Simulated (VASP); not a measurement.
Write the native input for VASP 6.6.1 that does the following.

```
Task                   : relaxation of cell and atoms
Functional             : LDA
Potentials or basis    : VASP PAW LDA potentials, release 64 (Al, Cu)
Cutoff                 : 600 eV
k mesh                 : 12 × 12 × 8
Occupations            : gaussian, width 0.1 eV
Spin                   : no spin polarisation
Dipole correction      : no
Further INCAR settings : ALGO = Fast; EDIFF = 1e-06; IBRION = 2; EDIFFG = -0.005; NSW = 100; ISIF = 3
```

The structure of AlCu3 lies in POSCAR:

```
AlCu3
1.0
    5.1379173640      0.0000000000      0.0000000000
   -2.5689586820      4.4495669597      0.0000000000
    0.0000000000      0.0000000000      4.2061400600
Al Cu
2 6
Direct
    0.6666666700      0.3333333300      0.2500000000
    0.3333333300      0.6666666700      0.7500000000
    0.3310647100      0.1655323600      0.7500000000
    0.8344676400      0.1655323600      0.7500000000
    0.8344676400      0.6689352900      0.7500000000
    0.6689352900      0.8344676400      0.2500000000
    0.1655323600      0.8344676400      0.2500000000
    0.1655323600      0.3310647100      0.2500000000
```

One way to write it, as run:

INCAR

```
ALGO = Fast
EDIFF = 1E-6
EDIFFG = -0.005
ENCUT = 600
GGA = CA
IBRION = 2
ISIF = 3
ISMEAR = 0
LASPH = True
LCHARG = False
LREAL = False
LWAVE = False
NELM = 100
NSW = 100
PREC = Accurate
SIGMA = 0.1
```

KPOINTS

```
k-points
0
Gamma
  12 12 8
```

Potentials or basis: VASP PAW LDA potentials, release 64 (Al, Cu).

Run with:

```console
$ cat potpaw_LDA.64/Al/POTCAR potpaw_LDA.64/Cu/POTCAR > POTCAR
$ mpirun -np 1 vasp_std > vasp.out
```

It gave:

```json
{"Relaxed volume": "11.59 Å³/atom", "Relaxed cell": "a = 5.087 Å, b = 5.087 Å, c = 4.136 Å, α = 90.00°, β = 90.00°, γ = 120.00°", "Space group after relaxing (to 0.1 Å)": "P6_3/mmc (No. 194)", "Energy gained by relaxing": "8.0 meV/atom", "Ionic steps": "13", "Pressure after relaxing": "0.1 GPa", "Largest force after relaxing": "0.004 eV/Å", "Band gap on the k mesh": "zero (bands 36 and 37 overlap by 2.67 eV)"}
```

Run time: 120 min on 1 thread of Oxide Virtual Turin-like Processor, on a shared host, peak memory 0.44 GiB.
